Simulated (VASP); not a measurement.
Wanted: the native input for a VASP 6.6.1 run.

```yaml
Task: relaxation of cell and atoms
Functional: LDA
Potentials_or_basis: VASP PAW LDA potentials, release 64 (Cd, S)
Cutoff: 600 eV
k_mesh: 10 × 10 × 10
Occupations: gaussian, width 0.02 eV
Spin: no spin polarisation
Dipole_correction: no
Further_INCAR_settings: ALGO = Normal; EDIFF = 1e-06; IBRION = 2; EDIFFG = -0.01; NSW = 80; ISIF = 3
```

The structure of CdS lies in POSCAR:

```
CdS
1.0
    0.0000000000      2.9165000000      2.9165000000
    2.9165000000      0.0000000000      2.9165000000
    2.9165000000      2.9165000000      0.0000000000
Cd S
1 1
Direct
    0.0000000000      0.0000000000      0.0000000000
    0.2500000000      0.2500000000      0.2500000000
```

The input as run:

INCAR

```
PREC = Accurate
ENCUT = 600
EDIFF = 1E-6
ISMEAR = 0
SIGMA = 0.02
LREAL = False
LASPH = True
NELM = 60
ALGO = Normal
ISIF = 3
LWAVE = False
LCHARG = False
IBRION = 2
NSW = 80
EDIFFG = -0.01
```

KPOINTS

```
Automatic mesh
0
Gamma
  10 10 10
```

Potentials or basis: VASP PAW LDA potentials, release 64 (Cd, S).

Command:

```bash
$ cat potpaw_LDA.64/Cd/POTCAR potpaw_LDA.64/S/POTCAR > POTCAR
$ mpirun -np 1 vasp_std > vasp.out
```

It gave:

```
Relaxed volume                        : 24.02 Å³/atom
Relaxed cell                          : a = 4.081 Å, b = 4.081 Å, c = 4.081 Å, α = 60.00°, β = 60.00°, γ = 60.00°
Space group after relaxing (to 0.1 Å) : F-43m (No. 216)
Energy gained by relaxing             : 5.1 meV/atom
Ionic steps                           : 3
Pressure after relaxing               : 0.0 GPa
Band gap on the k mesh                : 0.96 eV
```

It took 2.1 min on 1 thread of Intel Xeon 8259CL, with other jobs on the host, peak memory 0.2 GiB.
